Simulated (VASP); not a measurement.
# C (P6_3/mmc) in VASP: further runs, part 2 of 3

VASP 6.6.1. The steps go on from the part before.

## 3. Single point, PBEsol (biaxial strain in the a-b plane: +1.5 %)

File INCAR:

```
  PREC = Accurate
  ENCUT = 520
  EDIFF = 1E-6
  ISMEAR = 0
  SIGMA = 0.1
  LREAL = False
  LASPH = True
  NELM = 100
  ALGO = Normal
  ISIF = 2
  LWAVE = False
  LCHARG = False
  GGA = PS
  NBANDS = 16
```

File KPOINTS:

```
Automatic mesh
0
Gamma
  24 24 8
```

File POSCAR:

```
C
1.0
    2.4957825969      0.0000000000      0.0000000000
   -1.2478912985      2.1614111313      0.0000000000
    0.0000000000      0.0000000000      7.2277686035
C
4
Direct
    0.0000000000      0.0000000000      0.2500000000
    0.0000000000      0.0000000000      0.7500000000
    0.3333333333      0.6666666667      0.2500000000
    0.6666666667      0.3333333333      0.7500000000
```

Potentials or basis: VASP PAW PBE potentials, release 64 (C).

On the command line:

```sh
cat potpaw_PBE.64/C/POTCAR > POTCAR
mpirun -np 1 vasp_std > vasp.out
```

OUTCAR:

```text
PREC = Accurate
   ENCUT = 520
   EDIFF = 1E-6
   ISMEAR = 0
   LREAL = False
   LASPH = True
   NELM = 100
   ISIF = 2
   GGA = PS

 ion  position               nearest neighbor table
   1  0.000  0.000  0.250-   3 1.44   3 1.44   3 1.44
   2  0.000  0.000  0.750-   4 1.44   4 1.44   4 1.44
   3  0.333  0.667  0.250-   1 1.44   1 1.44   1 1.44
   4  0.667  0.333  0.750-   2 1.44   2 1.44   2 1.44

  LATTYP: Found a hexagonal cell.
 ALAT       =     2.4957825969
 C/A-ratio  =     2.8959928691

  Lattice vectors:

 A1 = (   2.4957825969,   0.0000000000,   0.0000000000)
 A2 = (  -1.2478912985,   2.1614111313,   0.0000000000)
 A3 = (   0.0000000000,   0.0000000000,   7.2277686035)

Analysis of symmetry for initial positions (statically):
=====================================================================
 Subroutine PRICEL returns:
 Original cell was already a primitive cell.

 Routine SETGRP: Setting up the symmetry group for a
 hexagonal supercell.

 Subroutine GETGRP returns: Found 24 space group operations
 (whereof 12 operations were pure point group operations)
 out of a pool of 24 trial point group operations.

The static configuration has the point symmetry D_3d.
 The point group associated with its full space group is D_6h.

Analysis of symmetry for dynamics (positions and initial velocities):
=====================================================================
 Subroutine PRICEL returns:
 Original cell was already a primitive cell.

 Routine SETGRP: Setting up the symmetry group for a
 hexagonal supercell.

 Subroutine GETGRP returns: Found 24 space group operations
 (whereof 12 operations were pure point group operations)
 out of a pool of 24 trial point group operations.

The dynamic configuration has the point symmetry D_3d.
 The point group associated with its full space group is D_6h.

 Subroutine INISYM returns: Found 24 space group operations
 (whereof 12 operations are pure point group operations),
 and found     1 'primitive' translations
[... 121 lines left out ...]
  Fermi-wavevector in a.u.,A,eV,Ry     =   1.216556  2.298957 20.136731  1.480008
  Thomas-Fermi vector in A             =   2.351906
   LORBIT       =      0    0 simple, 1 ext, 2 COOP (PROOUT), +10 PAW based schemes
   GGA     = PS    functional components
   LHFCALC =     F    Hartree Fock is set to
   AEXX    =    0.0000 exact exchange contribution
   IVDW    =     0    specifies the selected vdW correction
   LEPSILON=     F    determine dielectric tensor
   LRPA    =     F    only Hartree local field effects (RPA)
 non-spin polarized calculation
 Gauss-broadening in eV      SIGMA  =   0.10
  energy-cutoff  :      520.00
  volume of cell :       38.99
 maximum number of plane-waves:      1067
 NGX is ok and might be reduce to    20
   NGX =  9   NGY =  9   NGZ = 27

 number of electron      16.0000000 magnetization

 Free energy of the ion-electron system (eV)
  ---------------------------------------------------
  ext. energy  EPLUGINS =         0.00000000
  ---------------------------------------------------
  free energy    TOTEN  =       -38.52799349 eV

  energy without entropy =      -38.52754837  energy(sigma->0) =      -38.52777093

 E-fermi :   3.7605     XC(G=0):  -9.9529

 val. band max:        3.7576621396   @ k =   0.3333   0.3333   0.5000
 cond. band min:       3.7608189143   @ k =   0.3333   0.3333   0.2500
 fundamental gap:      0.0031567747
 Fermi energy:         3.7604983651

 k-point     1 :       0.0000    0.0000    0.0000
  band No.  band energies     occupation
      1     -15.5040      2.00000
      2     -15.3305      2.00000
      3      -4.2933      2.00000
      4      -2.9110      2.00000
      5       0.7567      2.00000
      6       0.7567      2.00000
[... 433 lines left out ...]
      3      -9.0707      2.00000
      4      -8.9939      2.00000
      5      -2.6635      2.00000
      6      -2.6329      2.00000
[... 8 lines left out ...]
     15      16.8799      0.00000
     16      17.9443      0.00000

 [... further k-points ...]

------------------------ aborting loop because EDIFF is reached ----------------------------------------

  FORCE on cell =-STRESS in cart. coord.  units (eV):
  Direction    XX          YY          ZZ          XY          YZ          ZX
  --------------------------------------------------------------------------------------
  -------------------------------------------------------------------------------------
  Total       -3.7646836     -3.7646836      0.0039850      0.0000000     -0.0000000      0.0000000
  in kB     -154.7001353   -154.7001354      0.1637518      0.0000000     -0.0000000      0.0000000
  external PRESSURE =    -103.0788396 kB  Pullay stress =       0.0000000 kB

 VOLUME and BASIS-vectors are now :
 -----------------------------------------------------------------------------
  energy-cutoff  :      520.00
  volume of cell :       38.99
      direct lattice vectors                 reciprocal lattice vectors
     2.495782597  0.000000000  0.000000000     0.400675925  0.231330353  0.000000000
    -1.247891298  2.161411131  0.000000000     0.000000000  0.462660706  0.000000000
     0.000000000  0.000000000  7.227768604     0.000000000  0.000000000  0.138355287

 POSITION                                       TOTAL-FORCE (eV/Angst)
 -----------------------------------------------------------------------------------
      0.00000      0.00000      1.80694         0.000000     -0.000000     -0.000000
      0.00000      0.00000      5.42083        -0.000000      0.000000     -0.000000
     -0.00000      1.44094      1.80694         0.000000     -0.000000      0.000000
      1.24789      0.72047      5.42083         0.000000      0.000000      0.000000
 -----------------------------------------------------------------------------------
    total drift:                               -0.000000      0.000000      0.000000

  FREE ENERGIE OF THE ION-ELECTRON SYSTEM (eV)
  ---------------------------------------------------
  free  energy   TOTEN  =       -38.5279934911 eV

  energy  without entropy=      -38.5275483660  energy(sigma->0) =      -38.52777093
```

OSZICAR:

```text
N       E                     dE             d eps       ncg     rms          rms(c)
DAV:   1     0.350292166467E+02    0.35029E+02   -0.77833E+03  9784   0.911E+02
DAV:   2    -0.376121147619E+02   -0.72641E+02   -0.66295E+02 13728   0.189E+02
DAV:   3    -0.406110441315E+02   -0.29989E+01   -0.29816E+01 12832   0.360E+01
DAV:   4    -0.406387931015E+02   -0.27749E-01   -0.27735E-01 12400   0.412E+00
DAV:   5    -0.406392659905E+02   -0.47289E-03   -0.47287E-03 12568   0.510E-01    0.857E+00
DAV:   6    -0.390398783378E+02    0.15994E+01   -0.10864E+00 11784   0.641E+00    0.497E+00
DAV:   7    -0.385227605148E+02    0.51712E+00   -0.13356E+00 12256   0.721E+00    0.123E+00
DAV:   8    -0.385286907584E+02   -0.59302E-02   -0.61432E-02 11624   0.147E+00    0.221E-01
DAV:   9    -0.385277815699E+02    0.90919E-03   -0.15979E-03 12472   0.269E-01    0.873E-02
DAV:  10    -0.385279931768E+02   -0.21161E-03   -0.60750E-04 10704   0.146E-01    0.602E-02
DAV:  11    -0.385279919724E+02    0.12044E-05   -0.26001E-05 12656   0.338E-02    0.826E-03
DAV:  12    -0.385279932537E+02   -0.12813E-05   -0.14122E-06 10920   0.805E-03    0.176E-03
DAV:  13    -0.385279934911E+02   -0.23742E-06   -0.16678E-07  9776   0.305E-03
   1 F= -.38527993E+02 E0= -.38527771E+02  d E =-.445125E-03
```

stdout:

```text
POSCAR found type information on POSCAR C
 POSCAR found :  1 types and       4 ions
 scaLAPACK will be used
 -----------------------------------------------------------------------------
|                                                                             |
|                                                                             |
|     You enforced a specific xc type in the INCAR file but a different       |
|     I HOPE YOU KNOW WHAT YOU ARE DOING!                                     |
|                                                                             |
 -----------------------------------------------------------------------------

 LDA part: xc-table for (Slater+PW92), standard interpolation
 POSCAR, INCAR and KPOINTS ok, starting setup
 FFT: planning ... GRIDC
 FFT: planning ... GRID_SOFT
 FFT: planning ... GRID
 WAVECAR not read
 entering main loop
```

Run time: 2.1 min. Hardware: 1 thread of Intel Xeon Platinum 8375C at 2.90GHz (Ice Lake), shared host; peak memory 0.25 GiB.

Results:

| Item | Value |
| --- | --- |
| Free energy | -38.5280 eV |
| Pressure | -10.3 GPa |
| Band gap on the k mesh | zero (band 8 reaches 3.77 eV, above the bottom of band 9 at 3.75 eV) |

Stress tensor (GPa, compression positive):
```
-15.47   0.00   0.00
  0.00 -15.47   0.00
  0.00   0.00   0.02
```

Caveat: the cell differs from its parent crystal (biaxial strain in the a-b plane: +1.5 %); the PAW data sets were made with another functional, which shifts forces and pressure a little; this functional lacks dispersion, which binds the layers, so the pressure and a relaxed spacing across them are unreliable.

(Part 2 of 3 ends here.)
